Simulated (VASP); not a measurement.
Bi, 1 atom in the cell. It takes space group Im-3m (No. 229, cubic). Conventional cell: a = 3.929 Å, b = 3.929 Å, c = 3.929 Å, α = 90.00°, β = 90.00°, γ = 90.00°. Within 4.5 Å of Bi (site symmetry m-3m) lie 14 Bi at 3.40 to 3.93 Å. This isn't the form of Bi at room conditions, which is rhombohedral.

```yaml
Program: VASP 6.6.1
Task: relaxation of cell and atoms
Functional: PBEsol
Potentials_or_basis: VASP PAW PBE potentials, release 64 (Bi_d)
Cutoff: 600 eV
k_mesh: 16 × 16 × 16
Occupations: gaussian, width 0.1 eV
Spin: no spin polarisation
Dipole_correction: no
Further_INCAR_settings: ALGO = Normal; EDIFF = 1e-06; IBRION = 2; EDIFFG = -0.01; NSW = 80; ISIF = 3
```

Potentials or basis: VASP PAW PBE potentials, release 64 (Bi_d).

The run is started by

```sh
$ cat potpaw_PBE.64/Bi_d/POTCAR > POTCAR
$ mpirun -np 1 vasp_std > vasp.out
```

Hardware: 1 thread of Intel Xeon 8259CL (shared host).

**Question.** How long does it take, and how much memory?

**Answer.** Run time: 110 s on 1 thread of Intel Xeon 8259CL, on a shared host, peak memory 0.21 GiB. Counts: scf iterations 23, k points 145, ion steps 3.
